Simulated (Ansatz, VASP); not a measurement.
## Mo: VASP beside Ansatz

```
Mo
1.0
     0.00000    2.70414    2.70414
     2.70414    0.00000    2.70414
     2.70414    2.70414    0.00000
Mo
2
Direct
  0.71750 0.92750 0.92750
  0.28250 0.07250 0.07250
```

Change from the starting cell: shortest bond scaled by 0.58, LAPW.

Alike in both runs: task single point; functional LDA; k mesh 10 × 10 × 10; occupations fermi-dirac, width 0.05 eV; no spin polarisation.

|  | VASP | Ansatz |
| --- | --- | --- |
| version | VASP 6.6.1 | Ansatz 0.2.0 |
| potentials or method | VASP PAW LDA potentials, release 64 (Mo_sv), cutoff 520 eV | all-electron LAPW, scalar-relativistic |

|  | VASP | Ansatz | Ansatz less VASP |
| --- | --- | --- | --- |
| pressure (GPa) | 374.9 | 299.8 | -75.10 |
| traceless stress, the component that is largest in VASP (GPa) | -372.21 | -291.06 | +81.148 |
| rms of the force components (eV/Å) | 114.171 | 88.666 | -25.5048 |

LDA's correlation is that of Perdew and Zunger in VASP and of Perdew and Wang (1992) in Ansatz. Atom by atom the forces differ by 25.505 eV/Å (rms over components). The pressures are high and differ by over a tenth, so treat them with care. Ansatz ran all-electron here, and VASP with PAW potentials. Ansatz's warnings: cushion ram shed, subspace factor ram capped.

Noted on VASP's run: the cell as given lies far from equilibrium.
